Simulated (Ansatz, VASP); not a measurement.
Given: the input of a run of Ansatz 0.2.0 on HgTe.

The input input.yaml:

```yaml
crystal:
  lattice:
    - [4.5459895, 0.0, 0.0]
    - [2.27299475, 3.9369423923, 0.0]
    - [2.27299475, 1.3123141308, 3.7117848837]
  atoms:
    - { symbol: Hg, position: [0.0, 0.0, 0.0] }
    - { symbol: Te, position: [0.75, 0.75, 0.75] }
kpoints:
  mp_grid: { grid: [7, 7, 7] }
scf:
  occupations: { method: gaussian, width: 0.05 }
hamiltonian:
  xc: pbe
  pseudopotentials: { kind: all_electron, lapw: { basis_error: 0.001 } }
output:
  forces: true
  stress: true
  eigenvalues: true
```

Potentials or basis: all-electron LAPW, scalar-relativistic.

Run with:

```bash
$ ansatz run input.yaml --threads 1 --pin off --max-ram 3072MiB --backend cpu --events-out ev --progress --plain --runs-dir out
```

Question: Translate it to VASP 6.6.1. Potentials there: VASP PAW PBE potentials, release 64 (Hg, Te).

Answer: As run (the cutoff follows the program's own potentials):

The input INCAR:

```
PREC = Accurate ; ENCUT = 520
EDIFF = 1E-7 ; ISMEAR = 0
SIGMA = 0.05 ; LREAL = F
LASPH = T ; NELM = 100
ALGO = Normal ; ISIF = 2
LWAVE = F ; LCHARG = F
GGA = PE ; NBANDS = 16
```

File KPOINTS:

```
Automatic mesh
0
Gamma
  7 7 7
```

Contents of POSCAR:

```
HgTe
1.0
    4.5459895000      0.0000000000      0.0000000000
    2.2729947500      3.9369423923      0.0000000000
    2.2729947500      1.3123141308      3.7117848837
Hg Te
1 1
Direct
    0.0000000000      0.0000000000      0.0000000000
    0.7500000000      0.7500000000      0.7500000000
```

Potentials or basis: VASP PAW PBE potentials, release 64 (Hg, Te).

Run with:

```sh
$ cat potpaw_PBE.64/Hg/POTCAR potpaw_PBE.64/Te/POTCAR > POTCAR
$ mpirun -np 1 vasp_std > vasp.out
```

Both were run:

|  | VASP | Ansatz | Ansatz less VASP |
| --- | --- | --- | --- |
| gap on the k mesh at the Fermi level (eV) | none | none | - |
| pressure (GPa) | 4.6 | 4.6 | -0.08 |

A gap of «none» marks a metal or a gap that the smearing closes. Ansatz ran all-electron here, and VASP with PAW potentials.

Neither program's run includes spin-orbit coupling.
